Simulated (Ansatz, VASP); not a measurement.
# Pd in VASP and in Ansatz

Contents of INCAR:

```
  ALGO = Normal
  EDIFF = 1E-7
  ENCUT = 520
  GGA = PE
  ISIF = 2
  ISMEAR = -1
  LASPH = T
  LCHARG = T
  LELF = T
  LREAL = F
  LVHAR = T
  LWAVE = F
  NBANDS = 22
  NELM = 80
  PREC = Accurate
  SIGMA = 0.1
```

File KPOINTS:

```
k-points
0
Gamma
  11 11 15
```

POSCAR

```
Pd
1.0
    4.4434295558      0.0000000000      0.0000000000
   -2.2217147779      3.8481228752      0.0000000000
    0.0000000000      0.0000000000      2.6439339183
Pd
3
Direct
    0.0000000000      0.0000000000      0.0000000000
    0.3333333333      0.6666666667      0.5000000000
    0.6666666667      0.3333333333      0.5000000000
```

Input for Ansatz:

```yaml
crystal:
  lattice:
    - [4.4434295558, 0.0, 0.0]
    - [-2.2217147779, 3.8481228752, 0.0]
    - [0.0, 0.0, 2.6439339183]
  atoms:
    - { symbol: Pd, position: [0.0, 0.0, 0.0] }
    - { symbol: Pd, position: [0.3333333333, 0.6666666667, 0.5] }
    - { symbol: Pd, position: [0.6666666667, 0.3333333333, 0.5] }
hamiltonian:
  xc: pbe
  pseudopotentials:
    kind: paw
    azcp:
      Pd: "pseudopotentials/Pd.paw.azcp"
basis:
  ecutwfc: 420
  fft_grid_basis: typed
kpoints:
  mp_grid: { grid: [11, 11, 15], shift: [0, 0, 0] }
magnetization:
  spin_polarized: false
scf:
  occupations: { method: fermi_dirac, width: 0.1 }
output:
  stress: true
```

Alike in both runs: task single point; functional PBE; k mesh 11 × 11 × 15; occupations fermi-dirac, width 0.1 eV; no spin polarisation.

|  | VASP | Ansatz |
| --- | --- | --- |
| version | VASP 6.6.1 | Ansatz 0.2.0 |
| potentials or method | VASP PAW PBE potentials, release 64 (Pd), cutoff 520 eV | plane waves (420 eV) with PAW, scalar-relativistic |
| valence electrons in the cell | 30 | 54 |

```csv
,VASP,Ansatz,Ansatz less VASP
pressure (GPa),6.9,7.3,+0.41
"traceless stress, the component that is largest in VASP (GPa)",0.12,0.08,-0.034
```

With one functional, cell and mesh, what is left measures potentials, basis and numerics. VASP's potentials hold 30 valence electrons a cell and Ansatz's 54, so a difference there can come from the potentials and not from the codes.
